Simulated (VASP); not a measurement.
The system is Cu.

```
CELL_PARAMETERS angstrom
2.53076 0.00000 0.00000
-1.26538 2.19171 0.00000
0.00000 0.00000 8.26182
ATOMIC_POSITIONS crystal
Cu 0.00000 0.00000 0.00000
Cu 0.33333 0.66667 0.25000
Cu 0.00000 0.00000 0.50000
Cu 0.66667 0.33333 0.75000
```

Program: VASP 6.6.1. Alike in all runs: task single point; level r2SCAN; potentials or basis VASP PAW PBE potentials, release 64 (Cu); no spin polarisation; cell as given; cutoff (eV) 520; smearing methfessel-paxton 0.15 eV. Hardware: 1 thread of Intel(R) Xeon(R) 6975P-C (Granite Rapids), on a shared host.

Q: Order these runs on this cell by their wall time, lowest first.
A. k mesh 8 × 8 × 3
B. k mesh 12 × 12 × 4
C. k mesh 3 × 3 × 1

A: C (24 s), A (52 s), B (170 s).

Caveats: some runs use coarse meshes.
